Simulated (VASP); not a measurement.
# Al3Ni3N in VASP: single point with PBEsol

Aim: the single point of Al3Ni3N with PBEsol.

Program: VASP 6.6.1. These are calculated values, not measurements. Logs are shortened: lines on timing, memory, paths and dates and some standing lists are left out, and cuts for length are marked.

## (1) The cell of the first run

The cell holds a slab with vacuum, 7 atoms: a = 2.862 Å, b = 2.862 Å, c = 26.155 Å, α = 90.00°, β = 90.00°, γ = 90.00°.

## (2) Single point, PBEsol

The input, INCAR:

```
PREC = Accurate ; ENCUT = 520
EDIFF = 1E-7 ; ISMEAR = 0
SIGMA = 0.1 ; LREAL = F
LASPH = T ; NELM = 100
ALGO = Normal ; ISIF = 2
LWAVE = F ; LCHARG = T
LDIPOL = T ; IDIPOL = 3
DIPOL = 0.5 0.5 0.491 ; GGA = PS
LELF = T ; LVHAR = T
LVACPOTAV = T ; NBANDS = 31
```

The input, KPOINTS:

```
Automatic mesh
0
Gamma
  10 10 1
```

The input, POSCAR:

```
Al3Ni3N
1.0
    2.8621655562      0.0000000000      0.0000000000
    0.0000000000      2.8621655562      0.0000000000
    0.0000000000      0.0000000000     26.1554138905
Ni Al N
3 3 1
Direct
    0.5000000000      0.5000000000      0.3249805198
    0.5000000000      0.5000000000      0.4344097021
    0.5000000000      0.5000000000      0.5461082211
    0.0000000000      0.0000000000      0.3796951109
    0.0000000000      0.0000000000      0.4892465812
    0.0000000000      0.0000000000      0.5974673309
    0.0000000000      0.0000000000      0.6679574662
```

Potentials or basis: VASP PAW PBE potentials, release 64 (Ni, Al, N).

Launch:

```console
$ cat potpaw_PBE.64/Ni/POTCAR potpaw_PBE.64/Al/POTCAR potpaw_PBE.64/N/POTCAR > POTCAR
$ mpirun -np 1 vasp_std > vasp.out
```

OUTCAR:

```text
PREC = Accurate
   ENCUT = 520
   EDIFF = 1E-7
   ISMEAR = 0
   LREAL = F
   LASPH = T
   NELM = 100
   ISIF = 2
   GGA = PS

 ion  position               nearest neighbor table
   1  0.500  0.500  0.325-   4 2.48   4 2.48   4 2.48   4 2.48   2 2.86
   2  0.500  0.500  0.434-   4 2.48   4 2.48   4 2.48   4 2.48   5 2.48   5 2.48   5 2.48   5 2.48
                             1 2.86   3 2.92
   3  0.500  0.500  0.546-   6 2.43   6 2.43   6 2.43   6 2.43   5 2.51   5 2.51   5 2.51   5 2.51
                             2 2.92
   4  0.000  0.000  0.380-   1 2.48   1 2.48   1 2.48   1 2.48   2 2.48   2 2.48   2 2.48   2 2.48
                             5 2.87
   5  0.000  0.000  0.489-   2 2.48   2 2.48   2 2.48   2 2.48   3 2.51   3 2.51   3 2.51   3 2.51
                             6 2.83   4 2.87
   6  0.000  0.000  0.597-   7 1.84   3 2.43   3 2.43   3 2.43   3 2.43   5 2.83
   7  0.000  0.000  0.668-   6 1.84

  LATTYP: Found a simple tetragonal cell.
 ALAT       =     2.8621655562
 C/A-ratio  =     9.1383301828

  Lattice vectors:

 A1 = (   2.8621655562,   0.0000000000,   0.0000000000)
 A2 = (   0.0000000000,   2.8621655562,   0.0000000000)
 A3 = (   0.0000000000,   0.0000000000,  26.1554138905)

Analysis of symmetry for initial positions (statically):
=====================================================================
 Subroutine PRICEL returns:
 Original cell was already a primitive cell.

 Routine SETGRP: Setting up the symmetry group for a
 simple tetragonal supercell.

 Subroutine GETGRP returns: Found  8 space group operations
 (whereof  8 operations were pure point group operations)
 out of a pool of 16 trial point group operations.

The static configuration has the point symmetry C_4v.

Analysis of symmetry for dynamics (positions and initial velocities):
=====================================================================
 Subroutine PRICEL returns:
 Original cell was already a primitive cell.

 Routine SETGRP: Setting up the symmetry group for a
 simple tetragonal supercell.

 Subroutine GETGRP returns: Found  8 space group operations
 (whereof  8 operations were pure point group operations)
 out of a pool of 16 trial point group operations.

The dynamic configuration has the point symmetry C_4v.

 Subroutine INISYM returns: Found  8 space group operations
 (whereof  8 operations are pure point group operations),
 and found     1 'primitive' translations

----------------------------------------------------------------------------------------

                                     Primitive cell

  volume of cell :     214.2649

  direct lattice vectors                    reciprocal lattice vectors
     2.862165556  0.000000000  0.000000000     0.349385799  0.000000000  0.000000000
     0.000000000  2.862165556  0.000000000     0.000000000  0.349385799  0.000000000
     0.000000000  0.000000000 26.155413891     0.000000000  0.000000000  0.038233002

  length of vectors
     2.862165556  2.862165556 26.155413891     0.349385799  0.349385799  0.038233002

  position of ions in fractional coordinates (direct lattice)
     0.500000000  0.500000000  0.324980520
     0.500000000  0.500000000  0.434409702
     0.500000000  0.500000000  0.546108221
     0.000000000  0.000000000  0.379695111
     0.000000000  0.000000000  0.489246581
     0.000000000  0.000000000  0.597467331
     0.000000000  0.000000000  0.667957466

  ion indices of the primitive-cell ions
   primitive index   ion index
                 1           1
                 2           2
                 3           3
                 4           4
                 5           5
                 6           6
                 7           7

----------------------------------------------------------------------------------------

 KPOINTS: Automatic mesh

Automatic generation of k-mesh.
 Grid dimensions read from file:
 generate k-points for:   10   10    1

 Generating k-lattice:

  Cartesian coordinates                     Fractional coordinates (reciprocal lattice)
     0.034938580  0.000000000  0.000000000     0.100000000  0.000000000  0.000000000
     0.000000000  0.034938580  0.000000000     0.000000000  0.100000000  0.000000000
     0.000000000  0.000000000  0.038233002     0.000000000  0.000000000  1.000000000

  Length of vectors
     0.034938580  0.034938580  0.038233002

  Shift w.r.t. Gamma in fractional coordinates (k-lattice)
     0.000000000  0.000000000  0.000000000

 Subroutine IBZKPT returns following result:
 ===========================================

 Found     21 irreducible k-points:

 Following reciprocal coordinates:
            Coordinates               Weight
  0.000000  0.000000  0.000000      1.000000
  0.100000  0.000000  0.000000      4.000000
  0.200000  0.000000  0.000000      4.000000
  0.300000  0.000000  0.000000      4.000000
  0.400000  0.000000  0.000000      4.000000
  0.500000  0.000000  0.000000      2.000000
[... 13 lines left out ...]
  0.500000  0.400000  0.000000      4.000000
  0.500000  0.500000  0.000000      1.000000
   k-points           NKPTS =     21   k-points in BZ     NKDIM =     21   number of bands    NBANDS=     31
   number of dos      NEDOS =    301   number of ions     NIONS =      7
   total plane-waves  NPLWV = 112896
   dimension x,y,z NGX =    24 NGY =   24 NGZ =  196
   dimension x,y,z NGXF=    48 NGYF=   48 NGZF=  392
   ions per type =               3   3   1
   NGX,Y,Z   is equivalent  to a cutoff of  13.94, 13.94, 12.46 a.u.
   NGXF,Y,Z  is equivalent  to a cutoff of  27.88, 27.88, 24.92 a.u.
 SYSTEM =  unknown system
   PREC   = accura    normal or accurate (medium, high low for compatibility)
   ISTART =      0    job   : 0-new  1-cont  2-samecut
   ICHARG =      2    charge: 1-file 2-atom 10-const
   ISPIN  =      1    spin polarized calculation?
   LNONCOLLINEAR =      F non collinear calculations
   LSORBIT =      F    spin-orbit coupling
   LASPH  =      T    aspherical Exc in radial PAW
   ENCUT  =  520.0 eV  38.22 Ry    6.18 a.u.   5.32  5.32 48.63*2*pi/ulx,y,z
   NELM   =    100;   NELMIN=  2; NELMDL= -5     # of ELM steps
   EDIFF  = 0.1E-06   stopping-criterion for ELM
   LREAL  =      F    real-space projection
   EDIFFG = 0.1E-05   stopping-criterion for IOM
   NSW    =      0    number of steps for IOM
   IBRION =     -1    ionic relax: 0-MD 1-quasi-New 2-CG
   NFREE  =      0    steps in history (QN), initial steepest desc. (CG)
   ISIF   =      2    stress and relaxation
   ISYM   =      2    0-nonsym 1-usesym 2-fastsym
   POTIM  = 0.5000    time-step for ionic-motion
   TEBEG  =    0.0;   TEEND  =   0.0 temperature during run
   PSTRESS=    0.0 pullay stress
   NELECT =      44.0000    total number of electrons
   NUPDOWN=      -1.0000    fix difference up-down
   EMIN   =  10.00;   EMAX   =-10.00  energy-range for DOS
   EFERMI =   0.00;   METHOD = LEGACY
   ISMEAR =     0;   SIGMA  =   0.10  broadening in eV -4-tet -1-fermi 0-gaus
   EFERMI_NEDOS =   21; number of points for ismear=-14 and -15
   IALGO  =     38    algorithm
   IMIX   =      4    mixing-type and parameters
     AMIX     =   0.40;   BMIX     =  1.00
     AMIX_MAG =   1.60;   BMIX_MAG =  1.00
  volume/ion in A,a.u.               =      30.61       206.56
  Fermi-wavevector in a.u.,A,eV,Ry     =   0.965848  1.825188 12.692357  0.932862
  Thomas-Fermi vector in A             =   2.095599
   LORBIT       =      0    0 simple, 1 ext, 2 COOP (PROOUT), +10 PAW based schemes
   GGA     = PS    functional components
   LHFCALC =     F    Hartree Fock is set to
   AEXX    =    0.0000 exact exchange contribution
   IVDW    =     0    specifies the selected vdW correction
   LEPSILON=     F    determine dielectric tensor
   LRPA    =     F    only Hartree local field effects (RPA)
 non-spin polarized calculation
 Gauss-broadening in eV      SIGMA  =   0.10
  energy-cutoff  :      520.00
  volume of cell :      214.26
 maximum number of plane-waves:      5817
 NGX is ok and might be reduce to    24
   NGX = 11   NGY = 11   NGZ = 97

 dipolmoment           0.000000      0.000000     -0.190647 electrons x Angstroem

 number of electron      44.0000015 magnetization

 dipolmoment           0.000000      0.000000      0.189126 electrons x Angstroem

 Free energy of the ion-electron system (eV)
  ---------------------------------------------------
  ext. energy  EPLUGINS =         0.00000000
  ---------------------------------------------------
  free energy    TOTEN  =       -37.30340628 eV

  energy without entropy =      -37.27246072  energy(sigma->0) =      -37.28793350

 E-fermi :  -0.8820     XC(G=0):  -5.3099

 val. band max:       -0.9081398806   @ k =   0.3000   0.1000   0.0000
 cond. band min:      -0.8611468769   @ k =   0.5000   0.4000   0.0000
 fundamental gap:      0.0469930038
 Fermi energy:        -0.8819894313

 k-point     1 :       0.0000    0.0000    0.0000
  band No.  band energies     occupation
      1     -13.9686      2.00000
      2     -11.5946      2.00000
      3     -10.1607      2.00000
      4      -8.0729      2.00000
      5      -5.7445      2.00000
      6      -4.2971      2.00000
[... 23 lines left out ...]
     30       5.8132      0.00000
     31       6.8425      0.00000

 k-point     2 :       0.1000    0.0000    0.0000
  band No.  band energies     occupation
      1     -13.8941      2.00000
      2     -11.4119      2.00000
      3      -9.9861      2.00000
      4      -7.9198      2.00000
      5      -5.6208      2.00000
      6      -4.2278      2.00000
[... 23 lines left out ...]
     30       5.5449      0.00000
     31       6.0172      0.00000

 k-point     3 :       0.2000    0.0000    0.0000
  band No.  band energies     occupation
      1     -13.6901      2.00000
      2     -10.8692      2.00000
      3      -9.4699      2.00000
      4      -7.4795      2.00000
      5      -5.2747      2.00000
      6      -4.1975      2.00000
[... 601 lines left out ...]
     30       2.9827      0.00000
     31       3.9659      0.00000

 k-point    21 :       0.5000    0.5000    0.0000
  band No.  band energies     occupation
      1     -12.3666      2.00000
      2      -6.0264      2.00000
      3      -5.4712      2.00000
      4      -4.8063      2.00000
      5      -4.8063      2.00000
      6      -4.2335      2.00000
[... 23 lines left out ...]
     30       2.4882      0.00000
     31       3.7647      0.00000

------------------------ aborting loop because EDIFF is reached ----------------------------------------

  FORCE on cell =-STRESS in cart. coord.  units (eV):
  Direction    XX          YY          ZZ          XY          YZ          ZX
  --------------------------------------------------------------------------------------
  -------------------------------------------------------------------------------------
  Total       -4.5508774     -4.5508774      0.2908154      0.0000000      0.0000000     -0.0000000
  in kB      -34.0294254    -34.0294254      2.1745878      0.0000000      0.0000000     -0.0000000
  external PRESSURE =     -21.9614210 kB  Pullay stress =       0.0000000 kB

 VOLUME and BASIS-vectors are now :
 -----------------------------------------------------------------------------
  energy-cutoff  :      520.00
  volume of cell :      214.26
      direct lattice vectors                 reciprocal lattice vectors
     2.862165556  0.000000000  0.000000000     0.349385799  0.000000000  0.000000000
     0.000000000  2.862165556  0.000000000     0.000000000  0.349385799  0.000000000
     0.000000000  0.000000000 26.155413891     0.000000000  0.000000000  0.038233002

 POSITION                                       TOTAL-FORCE (eV/Angst)
 -----------------------------------------------------------------------------------
      1.43108      1.43108      8.50000         0.000000     -0.000000      0.749192
      1.43108      1.43108     11.36217         0.000000     -0.000000      0.408803
      1.43108      1.43108     14.28369         0.000000     -0.000000     -1.039669
      0.00000      0.00000      9.93108         0.000000     -0.000000     -1.043742
      0.00000      0.00000     12.79645         0.000000     -0.000000      0.009972
      0.00000      0.00000     15.62701         0.000000     -0.000000      0.882501
      0.00000      0.00000     17.47070         0.000000      0.000000      0.032943
 -----------------------------------------------------------------------------------
    total drift:                                0.000000     -0.000000      0.001524

  FREE ENERGIE OF THE ION-ELECTRON SYSTEM (eV)
  ---------------------------------------------------
  free  energy   TOTEN  =       -37.3034062762 eV

  energy  without entropy=      -37.2724607246  energy(sigma->0) =      -37.28793350

 vacuum level on the upper side and lower side of the slab         8.046         3.868
```

Run time: 5.1 min. Hardware: 1 thread of Intel Xeon 6975P-C (Granite Rapids), shared host; peak memory 0.38 GiB.

Results:

```
Free energy            : -37.3034 eV
Largest force          : 1.044 eV/Å
Band gap on the k mesh : zero (bands 22 and 23 overlap by 0.98 eV)
```

Forces on the atoms (eV/Å):
```
Ni   0.000  0.000  0.749
Ni   0.000  0.000  0.409
Ni   0.000  0.000 -1.040
Al   0.000  0.000 -1.044
Al   0.000  0.000  0.010
Al   0.000  0.000  0.883
N    0.000  0.000  0.033
```

Caveat: the PAW data sets were made with another functional, which shifts forces and pressure a little; the run has no spin polarisation, though such a crystal can be magnetic. With open d or f shells a metallic result of PBEsol can be an artefact of self-interaction; +U or a hybrid may open a gap.
